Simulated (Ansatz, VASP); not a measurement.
# One calculation of Ni, two programs

```
CELL_PARAMETERS angstrom
0.00000 1.79625 1.79625
1.79625 0.00000 1.79625
1.79625 1.79625 0.00000
ATOMIC_POSITIONS crystal
Ni 0.00000 0.00000 0.00000
```

Alike in both runs: task single point; functional PBEsol; k mesh 26 × 26 × 26; occupations fermi-dirac, width 0.1 eV; no spin polarisation.

```csv
,VASP,Ansatz
version,VASP 6.6.1,Ansatz 0.2.0
potentials or method,"VASP PAW PBE potentials, release 64 (Ni), cutoff 520 eV","plane waves (420 eV) with PAW, scalar-relativistic"
valence electrons in the cell,10,18
```

|  | VASP | Ansatz | Ansatz less VASP |
| --- | --- | --- | --- |
| pressure (GPa) | -19.6 | -19.9 | -0.35 |

VASP's potentials were made for PBE, not for PBEsol, and Ansatz warns of the same on its side. With one functional, cell and mesh, what is left measures potentials, basis and numerics. VASP's potentials hold 10 valence electrons a cell and Ansatz's 18, so a difference there can come from the potentials and not from the codes.
